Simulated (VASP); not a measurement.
Here is a VASP 6.6.1 calculation.

The input INCAR:

```
SYSTEM = NaCl
PREC     = Accurate       ! precision mode
ENCUT    = 520            ! plane-wave cutoff, eV
EDIFF    = 1E-6           ! SCF threshold, eV
ISMEAR   = 0              ! smearing method
SIGMA    = 0.01           ! smearing width, eV
LREAL    = .False.        ! projectors in reciprocal space
LASPH    = .True.         ! aspherical terms in the spheres
NELM     = 60             ! most SCF steps
ALGO     = Normal         ! electronic algorithm
ISIF     = 2              ! what is computed and relaxed
LWAVE    = .False.        ! write WAVECAR
LCHARG   = .False.        ! write CHGCAR
GGA      = PE             ! functional
NBANDS   = 14             ! bands
```

KPOINTS

```
Automatic mesh
0
Gamma
  6 6 6
  0 0 0
```

POSCAR

```
NaCl
1.0
    0.0000000000      3.0626555903      3.0626555903
    3.0626555903      0.0000000000      3.0626555903
    3.0626555903      3.0626555903      0.0000000000
Na Cl
1 1
Direct
    0.0000000000      0.0000000000      0.0000000000
    0.2500000000      0.2500000000      0.2500000000
```

Potentials or basis: VASP PAW PBE potentials, release 64 (Na_pv, Cl).

Command:

```sh
$ cat potpaw_PBE.64/Na_pv/POTCAR potpaw_PBE.64/Cl/POTCAR > POTCAR
$ mpirun -np 1 vasp_std > vasp.out
```

(1) What does it give for the band gap on the k mesh?

(2) What does it give for the pressure?

Results:

(1) 5.00 eV, direct.

(2) 1.2 GPa.
